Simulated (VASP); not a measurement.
# AlGa7As8 (P1) in VASP: notebook

AlGa7As8 is run at these levels: PBEsol; tasks: single point.

Everything below comes from runs of VASP 6.6.1. Logs are shortened: lines on timing, memory, paths and dates and some standing lists are left out, and cuts for length are marked.

## 1. The cell of the first run

The typed cell holds 96 atoms: a = 11.972 Å, b = 13.824 Å, c = 13.143 Å, α = 90.00°, β = 90.00°, γ = 90.00°.

## 2. Single point, PBEsol

INCAR

```
PREC = Accurate
ENCUT = 500
EDIFF = 1E-6
ISMEAR = -1
SIGMA = 0.05
LREAL = Auto
LASPH = T
NELM = 120
ALGO = Normal
ISIF = 2
LWAVE = F
LCHARG = T
GGA = PS
LELF = T
LVHAR = T
NBANDS = 456
ISYM = -1
GGA_COMPAT = F
KPAR = 1
```

KPOINTS

```
explicit points
1
Reciprocal
  0.25000000   0.25000000   0.25000000 1
```

POSCAR

```
AlGa7As8
1.0
   11.9722360000      0.0000000000      0.0000000000
   -0.0000020000     13.8243500000      0.0000000000
    0.0000000000      0.0000000000     13.1429720000
Al Ga As
6 42 48
Direct
    0.9991070000      0.1655470000      0.9989840000
    0.3324790000      0.1663630000      0.9997940000
    0.3349050000      0.1650020000      0.4983870000
    0.9976880000      0.6668190000      0.4971730000
    0.8321450000      0.4163030000      0.0005520000
    0.8336890000      0.5834020000      0.7457400000
    0.0006520000      0.1670930000      0.5013300000
    0.1684820000      0.4156830000      0.0018710000
    0.1690010000      0.4162910000      0.5004540000
    0.0012310000      0.6671780000      0.0010360000
    0.6663190000      0.1675640000      0.0029940000
    0.6647600000      0.1672050000      0.4995840000
    0.5036850000      0.4164980000      0.9973150000
    0.4984490000      0.4173090000      0.4989550000
    0.3340740000      0.6664710000      0.9979770000
    0.3333520000      0.6671770000      0.5027510000
    0.1658550000      0.9179630000      0.0022070000
    0.1668920000      0.9179920000      0.5000110000
    0.8350810000      0.4183730000      0.4985670000
    0.6668100000      0.6632410000      0.9998310000
    0.6651070000      0.6657530000      0.5015130000
    0.4975590000      0.9165460000      0.0010120000
    0.5022320000      0.9159610000      0.4994200000
    0.8340180000      0.9161420000      0.9994780000
    0.8361860000      0.9157630000      0.4990120000
    0.1659610000      0.0820310000      0.2493180000
    0.1659480000      0.0853890000      0.7478610000
    0.0005230000      0.3330300000      0.2526130000
    0.9999890000      0.3335030000      0.7488810000
    0.4996930000      0.0836820000      0.2489560000
    0.4992050000      0.0827640000      0.7494610000
    0.3327590000      0.3346270000      0.2499090000
    0.3339220000      0.3350810000      0.7500870000
    0.1651130000      0.5832700000      0.2519320000
    0.1667880000      0.5803740000      0.7505600000
    0.9993640000      0.8335940000      0.2512200000
    0.0029000000      0.8334530000      0.7503020000
    0.8352050000      0.0825110000      0.2500560000
    0.8349660000      0.0842470000      0.7520150000
    0.6643240000      0.3318120000      0.2503870000
    0.6652750000      0.3360410000      0.7523900000
    0.5005940000      0.5823650000      0.2496270000
    0.5018720000      0.5845940000      0.7505580000
    0.3334490000      0.8336440000      0.2525470000
    0.3346210000      0.8336360000      0.7501340000
    0.8354390000      0.5831340000      0.2481890000
    0.6641610000      0.8345220000      0.2504870000
    0.6663200000      0.8318850000      0.7491820000
    0.9992260000      0.1670900000      0.1873970000
    0.0003130000      0.1641460000      0.6872650000
    0.3320530000      0.1649180000      0.1884980000
    0.3311290000      0.1666470000      0.6897390000
    0.1687100000      0.4168670000      0.1856060000
    0.1659620000      0.4167500000      0.6895440000
    0.0003190000      0.6680260000      0.1870000000
    0.9964340000      0.6665550000      0.6870280000
    0.6675230000      0.1696370000      0.1865170000
    0.6681160000      0.1679640000      0.6867520000
    0.5010760000      0.4152880000      0.1846130000
    0.5031890000      0.4152950000      0.6841760000
    0.3339770000      0.6681190000      0.1852150000
    0.3308260000      0.6675720000      0.6867270000
    0.1655990000      0.9170940000      0.1864000000
    0.1688130000      0.9139460000      0.6865370000
    0.8350870000      0.4156440000      0.1878370000
    0.8332490000      0.4174540000      0.6866600000
    0.6629480000      0.6686080000      0.1843560000
    0.6658380000      0.6658210000      0.6889770000
    0.5022930000      0.9156710000      0.1864760000
    0.4978570000      0.9177410000      0.6864340000
    0.8311460000      0.9161210000      0.1875390000
    0.8337390000      0.9185860000      0.6891080000
    0.1670150000      0.0838180000      0.4369570000
    0.1653870000      0.0837740000      0.9372480000
    0.0020260000      0.3319880000      0.4385380000
    0.0012250000      0.3319150000      0.9369760000
    0.5038160000      0.0847950000      0.4385350000
    0.4997430000      0.0834040000      0.9370000000
    0.3333600000      0.3326070000      0.4363380000
    0.3311820000      0.3346710000      0.9375280000
    0.1676960000      0.5833090000      0.4347730000
    0.1664730000      0.5836950000      0.9389350000
    0.0007370000      0.8329810000      0.4394950000
    0.0006950000      0.8339510000      0.9368220000
    0.8343870000      0.0836840000      0.4360230000
    0.8357810000      0.0853700000      0.9401410000
    0.6672520000      0.3333060000      0.4366350000
    0.6638060000      0.3363440000      0.9398250000
    0.5015000000      0.5835130000      0.4362630000
    0.5004620000      0.5831290000      0.9377530000
    0.3342740000      0.8321160000      0.4365420000
    0.3333060000      0.8335890000      0.9382190000
    0.8297230000      0.5816550000      0.4383170000
    0.8355970000      0.5826890000      0.9380010000
    0.6674920000      0.8321910000      0.4358110000
    0.6677930000      0.8323600000      0.9350230000
```

Potentials or basis: VASP PAW PBE potentials, release 64 (Al, Ga_d, As).

Command:

```
> cat potpaw_PBE.64/Al/POTCAR potpaw_PBE.64/Ga_d/POTCAR potpaw_PBE.64/As/POTCAR > POTCAR
> mpirun -np 4 vasp_std > vasp.out
```

OUTCAR:

```text
PREC = Accurate
   ENCUT = 500
   EDIFF = 1E-6
   ISMEAR = -1
   LREAL = Auto
   LASPH = T
   NELM = 120
   ISIF = 2
   GGA = PS
   ISYM = -1

 ion  position               nearest neighbor table
   1  0.999  0.166  0.999-  86 2.38  74 2.43  76 2.44  49 2.48
   2  0.332  0.166  1.000-  74 2.45  78 2.45  80 2.47  51 2.48
   3  0.335  0.165  0.498-  77 2.44  73 2.44  79 2.46  52 2.52
   4  0.998  0.667  0.497-  83 2.42  93 2.46  81 2.48  56 2.50
   5  0.832  0.416  0.001-  88 2.43  94 2.44  65 2.46  76 2.48
   6  0.834  0.583  0.746-  56 2.39  66 2.42  68 2.43  94 2.53
[... 88 lines left out ...]
  95  0.667  0.832  0.436-  47 2.44  23 2.44  21 2.46  25 2.47
  96  0.668  0.832  0.935-  48 2.44  24 2.45  20 2.49  22 2.50

IMPORTANT INFORMATION: All symmetrisations will be switched off!
NOSYMM: (Re-)initialisation of all symmetry stuff for point group C_1.

----------------------------------------------------------------------------------------

                                     Primitive cell

  volume of cell :    2175.2720

  direct lattice vectors                    reciprocal lattice vectors
    11.972236000  0.000000000  0.000000000     0.083526586  0.000000012  0.000000000
    -0.000002000 13.824350000  0.000000000     0.000000000  0.072336132  0.000000000
     0.000000000  0.000000000 13.142972000     0.000000000  0.000000000  0.076086292

  length of vectors
    11.972236000 13.824350000 13.142972000     0.083526586  0.072336132  0.076086292

  position of ions in fractional coordinates (direct lattice)
     0.999107000  0.165547000  0.998984000
     0.332479000  0.166363000  0.999794000
     0.334905000  0.165002000  0.498387000
     0.997688000  0.666819000  0.497173000
     0.832145000  0.416303000  0.000552000
     0.833689000  0.583402000  0.745740000
[... 88 lines left out ...]
     0.667492000  0.832191000  0.435811000
     0.667793000  0.832360000  0.935023000

  ion indices of the primitive-cell ions
   primitive index   ion index
                 1           1
                 2           2
                 3           3
                 4           4
                 5           5
                 6           6
[... 88 lines left out ...]
                95          95
                96          96

----------------------------------------------------------------------------------------

 KPOINTS: explicit points

Read explicit list of k-points.

 Found      1 k-points:

 Following reciprocal coordinates:
            Coordinates               Weight
  0.250000  0.250000  0.250000      1.000000
   k-points           NKPTS =      1   k-points in BZ     NKDIM =      1   number of bands    NBANDS=    456
   number of dos      NEDOS =    301   number of ions     NIONS =     96
   total plane-waves  NPLWV = 933120
   dimension x,y,z NGX =    90 NGY =  108 NGZ =   96
   dimension x,y,z NGXF=   180 NGYF=  216 NGZF=  192
   ions per type =               6  42  48
   NGX,Y,Z   is equivalent  to a cutoff of  12.50, 12.99, 12.14 a.u.
   NGXF,Y,Z  is equivalent  to a cutoff of  24.99, 25.98, 24.29 a.u.
 SYSTEM =  unknown system
   PREC   = accura    normal or accurate (medium, high low for compatibility)
   ISTART =      0    job   : 0-new  1-cont  2-samecut
   ICHARG =      2    charge: 1-file 2-atom 10-const
   ISPIN  =      1    spin polarized calculation?
   LNONCOLLINEAR =      F non collinear calculations
   LSORBIT =      F    spin-orbit coupling
   LASPH  =      T    aspherical Exc in radial PAW
   ENCUT  =  500.0 eV  36.75 Ry    6.06 a.u.  21.83 25.20 23.96*2*pi/ulx,y,z
   NELM   =    120;   NELMIN=  2; NELMDL= -5     # of ELM steps
   EDIFF  = 0.1E-05   stopping-criterion for ELM
   LREAL  =      T    real-space projection
   EDIFFG = 0.1E-04   stopping-criterion for IOM
   NSW    =      0    number of steps for IOM
   IBRION =     -1    ionic relax: 0-MD 1-quasi-New 2-CG
   NFREE  =      0    steps in history (QN), initial steepest desc. (CG)
   ISIF   =      2    stress and relaxation
   ISYM   =     -1    0-nonsym 1-usesym 2-fastsym
[... 1 lines left out ...]
   TEBEG  =    0.0;   TEEND  =   0.0 temperature during run
   PSTRESS=    0.0 pullay stress
   NELECT =     804.0000    total number of electrons
   NUPDOWN=      -1.0000    fix difference up-down
   EMIN   =  10.00;   EMAX   =-10.00  energy-range for DOS
   EFERMI =   0.00;   METHOD = LEGACY
   ISMEAR =    -1;   SIGMA  =   0.05  broadening in eV -4-tet -1-fermi 0-gaus
   EFERMI_NEDOS =   21; number of points for ismear=-14 and -15
   IALGO  =     38    algorithm
   IMIX   =      4    mixing-type and parameters
     AMIX     =   0.40;   BMIX     =  1.00
     AMIX_MAG =   1.60;   BMIX_MAG =  1.00
  volume/ion in A,a.u.               =      22.66       152.91
  Fermi-wavevector in a.u.,A,eV,Ry     =   1.174868  2.220178 18.780316  1.380314
  Thomas-Fermi vector in A             =   2.311258
   LORBIT       =      0    0 simple, 1 ext, 2 COOP (PROOUT), +10 PAW based schemes
   GGA     = PS    functional components
   LHFCALC =     F    Hartree Fock is set to
   AEXX    =    0.0000 exact exchange contribution
   IVDW    =     0    specifies the selected vdW correction
   LEPSILON=     F    determine dielectric tensor
   LRPA    =     F    only Hartree local field effects (RPA)
 non-spin polarized calculation
  energy-cutoff  :      500.00
  volume of cell :     2175.27
 maximum number of plane-waves:     55220
 NGX is ok and might be reduce to    90
   NGX = 43   NGY = 51   NGZ = 47

 number of electron     804.0000112 magnetization

 Free energy of the ion-electron system (eV)
  ---------------------------------------------------
  ext. energy  EPLUGINS =         0.00000000
  ---------------------------------------------------
  free energy    TOTEN  =      -440.85696522 eV

  energy without entropy =     -440.85695936  energy(sigma->0) =     -440.85696229

 E-fermi :   4.3452     XC(G=0):  -9.6839

 val. band max:        3.6899082402   @ k =   0.2500   0.2500   0.2500
 cond. band min:       5.0021498755   @ k =   0.2500   0.2500   0.2500
 fundamental gap:      1.3122416353
 Fermi energy:         4.3451617435

 k-point     1 :       0.2500    0.2500    0.2500
  band No.  band energies     occupation
      1     -11.0774      2.00000
      2     -11.0751      2.00000
      3     -11.0679      2.00000
      4     -11.0639      2.00000
      5     -11.0628      2.00000
      6     -11.0587      2.00000
[... 406 lines left out ...]
    413       5.6908      0.00000
    414       5.7227      0.00000
 [bands above 414 left out]

------------------------ aborting loop because EDIFF is reached ----------------------------------------

  FORCE on cell =-STRESS in cart. coord.  units (eV):
  Direction    XX          YY          ZZ          XY          YZ          ZX
  --------------------------------------------------------------------------------------
  -------------------------------------------------------------------------------------
  Total        2.7061611      3.4313777      5.0216811      2.3084934      0.0487753      0.4637531
  in kB        1.9931990      2.5273508      3.6986747      1.7003004      0.0359250      0.3415732
  external PRESSURE =       2.7397415 kB  Pullay stress =       0.0000000 kB

 VOLUME and BASIS-vectors are now :
 -----------------------------------------------------------------------------
  energy-cutoff  :      500.00
  volume of cell :     2175.27
      direct lattice vectors                 reciprocal lattice vectors
    11.972236000  0.000000000  0.000000000     0.083526586  0.000000012  0.000000000
    -0.000002000 13.824350000  0.000000000     0.000000000  0.072336132  0.000000000
     0.000000000  0.000000000 13.142972000     0.000000000  0.000000000  0.076086292

 POSITION                                       TOTAL-FORCE (eV/Angst)
 -----------------------------------------------------------------------------------
     11.96154      2.28858     13.12962         0.394040      0.300848      0.322904
      3.98052      2.29986     13.14026         0.046725      0.081884      0.055855
      4.00956      2.28105      6.55029        -0.003387      0.119457      0.360892
     11.94455      9.21834      6.53433         0.170050     -0.303873      0.291799
      9.96264      5.75512      0.00725         0.397801      0.028438      0.014985
      9.98112      8.06515      9.80124        -0.143440     -0.064552      0.682160
[... 88 lines left out ...]
      7.99137     11.50450      5.72785         0.088718     -0.014080      0.265529
      7.99497     11.50684     12.28898        -0.287488     -0.040372      0.329391
 -----------------------------------------------------------------------------------
    total drift:                               -0.005015     -0.020657     -0.023067

  FREE ENERGIE OF THE ION-ELECTRON SYSTEM (eV)
  ---------------------------------------------------
  free  energy   TOTEN  =      -440.8569652248 eV

  energy  without entropy=     -440.8569593567  energy(sigma->0) =     -440.85696229
```

It took 7.6 min on 4 MPI ranks of Intel Xeon 6975P-C (Granite Rapids), shared host; peak memory 0.76 GiB.

What came out:

| Quantity | Value |
| --- | --- |
| Free energy | -440.8570 eV |
| Pressure | 0.3 GPa |
| Largest force | 0.955 eV/Å |
| Band gap on the k mesh | 1.31 eV |

Forces on the atoms (eV/Å):
```
Al   0.394  0.301  0.323
Al   0.047  0.082  0.056
Al  -0.003  0.119  0.361
Al   0.170 -0.304  0.292
Al   0.398  0.028  0.015
Al  -0.143 -0.065  0.682
Ga  -0.051 -0.208 -0.099
Ga  -0.286  0.225 -0.267
Ga  -0.088  0.134  0.085
Ga  -0.063  0.107 -0.093
Ga  -0.011 -0.015 -0.406
Ga   0.636  0.135  0.128
Ga  -0.875  0.219  0.296
Ga   0.264 -0.080 -0.187
Ga  -0.014  0.066  0.176
Ga   0.119 -0.172 -0.418
Ga   0.085 -0.076 -0.334
Ga   0.200 -0.132 -0.012
Ga  -0.051 -0.477  0.146
Ga   0.215  0.408 -0.181
Ga   0.049  0.131  0.033
Ga   0.486 -0.039 -0.236
Ga  -0.078  0.101 -0.026
Ga  -0.086  0.052  0.020
Ga  -0.277  0.260  0.260
Ga  -0.186  0.127  0.110
Ga   0.017 -0.618  0.343
Ga   0.144  0.033 -0.190
Ga  -0.140 -0.201  0.174
Ga   0.186 -0.034  0.108
Ga   0.141  0.240  0.070
Ga   0.152 -0.202 -0.098
Ga   0.059 -0.077  0.055
Ga   0.295  0.101 -0.524
Ga  -0.308  0.493  0.132
Ga  -0.092  0.122  0.045
Ga  -0.326 -0.003 -0.057
Ga  -0.246  0.106 -0.058
Ga  -0.321 -0.011  0.095
Ga   0.271  0.418  0.064
Ga   0.258 -0.343 -0.057
Ga  -0.189  0.027 -0.143
Ga  -0.495 -0.295 -0.069
Ga   0.005  0.022 -0.417
Ga  -0.077 -0.048  0.173
Ga  -0.518  0.120  0.088
Ga   0.235 -0.255 -0.075
Ga  -0.049  0.352 -0.029
As   0.204 -0.011 -0.093
As  -0.085  0.476 -0.069
As   0.074  0.284 -0.147
As   0.351  0.210 -0.478
As  -0.329  0.018  0.407
As   0.190 -0.179 -0.453
As   0.084 -0.065  0.107
As   0.677  0.082 -0.243
As   0.020 -0.595  0.300
As  -0.102  0.002  0.215
As  -0.124  0.148  0.121
As  -0.428  0.409  0.296
As  -0.121 -0.226  0.223
As   0.295 -0.243  0.339
As   0.148 -0.199  0.333
As  -0.063  0.515  0.058
As  -0.211 -0.027  0.062
As  -0.006 -0.251 -0.105
As   0.517 -0.229  0.397
As   0.107  0.149 -0.350
As  -0.477  0.294  0.155
As   0.383 -0.233 -0.040
As   0.189 -0.022 -0.077
As   0.088 -0.284 -0.250
As  -0.078 -0.058 -0.076
As   0.096 -0.128 -0.205
As  -0.087  0.258  0.052
As  -0.162  0.185 -0.030
As  -0.418 -0.456 -0.385
As   0.088 -0.002  0.050
As   0.028 -0.020  0.057
As   0.484 -0.128 -0.062
As  -0.132 -0.012  0.542
As   0.032 -0.185 -0.180
As   0.112  0.071 -0.369
As   0.049 -0.076  0.100
As  -0.160 -0.021  0.222
As  -0.642 -0.301 -0.289
As  -0.088  0.097  0.085
As   0.567 -0.640 -0.426
As  -0.384  0.014  0.117
As  -0.099 -0.054 -0.212
As  -0.104  0.235  0.290
As  -0.224 -0.009 -0.154
As   0.209  0.374 -0.430
As  -0.123  0.015 -0.354
As   0.089 -0.014  0.266
As  -0.287 -0.040  0.329
```

Stress tensor (GPa, compression positive):
```
0.20 0.17 0.03
0.17 0.25 0.00
0.03 0.00 0.37
```

Levels at points of the mesh, in eV from the valence-band top:
```csv
k point,band 399,band 400,band 401,band 402,band 403,band 404,band 405,band 406
"(0.25, 0.25, 0.25)",-0.50,-0.42,-0.22,0.00,1.31,1.48,1.54,1.59
```

Caveat: the PAW data sets were made with another functional, which shifts forces and pressure a little; a shifted mesh leaves out Γ, where band edges can lie. A k mesh can miss the band edges.

(Part 1 of 2 ends here.)
